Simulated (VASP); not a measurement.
The system is C.

```xyz
2
Lattice="-0.0259 1.7898 1.7898 1.7898 -0.0259 1.7898 1.7898 1.7898 -0.0259" Properties=species:S:1:pos:R:3 pbc="T T T"
C    -0.0003   -0.0003   -0.0003
C     0.8887    0.8887    0.8887
```

This cell differs from its parent crystal: epitaxial 111 strain +2.0%.

Base run:

- Program: VASP 6.6.1
- Functional: PBE
- Potentials or basis: VASP PAW PBE potentials, release 64 (C)
- Cutoff: 520 eV
- k mesh: 12 × 12 × 12
- Occupations: fermi-dirac, width 0.02 eV
- Spin: no spin polarisation

Its results: band gap on the k mesh 4.07 eV, indirect (least direct gap 5.29 eV); pressure -10.8 GPa; largest force 0.032 eV/Å.

Question: The run is repeated on the same cell with these changes: functional from PBE to r2SCAN; occupations from fermi-dirac, width 0.02 eV to gaussian, width 0.01 eV. What comes out?

Answer: Band gap on the k mesh 4.26 eV, indirect (least direct gap 5.54 eV); pressure -14.6 GPa; largest force 0.009 eV/Å.

Caveats: the PAW data sets were made with another functional, which shifts forces and pressure a little (some runs).

A k mesh can miss the band edges.
